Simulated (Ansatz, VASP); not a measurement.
## One calculation of Na4AlO, two programs

```
Na Al O
1.0
     6.56857    0.00000    0.00000
     0.00000    6.56857    0.00000
     0.00000    0.00000    6.06225
Na Al O
8 2 2
Direct
  0.75764 0.37212 0.00000
  0.24236 0.62788 0.00000
  0.37212 0.24236 0.00000
  0.24236 0.37212 0.50000
  0.75764 0.62788 0.50000
  0.62788 0.75764 0.00000
  0.62788 0.24236 0.50000
  0.37212 0.75764 0.50000
  0.00000 0.00000 0.75000
  0.00000 0.00000 0.25000
  0.50000 0.50000 0.75000
  0.50000 0.50000 0.25000
```

Alike in both runs: functional PBE; k mesh 6 × 6 × 6; occupations gaussian, width 0.1 eV; no spin polarisation.

Ansatz relaxed the structure, and its values are those at the end. VASP's run is a single point on that final structure, the one shown.

```csv
,VASP,Ansatz
version,VASP 6.6.1,Ansatz 0.2.0
potentials or method,"VASP PAW PBE potentials, release 64 (Na_pv, Al, O), cutoff 520 eV","scalar-relativistic, plane waves, PAW"
valence electrons in the cell,74,90
```

|  | VASP | Ansatz | Ansatz less VASP |
| --- | --- | --- | --- |
| gap on the k mesh at the Fermi level (eV) | none | none | - |
| pressure (GPa) | 0.0 | 0.0 | -0.03 |
| rms of the force components (eV/Å) | 0.006 | 0.001 | -0.0049 |

A gap of «none» marks a metal or a gap that the smearing closes. VASP's potentials hold 74 valence electrons a cell and Ansatz's 90, so a difference there can come from the potentials and not from the codes.
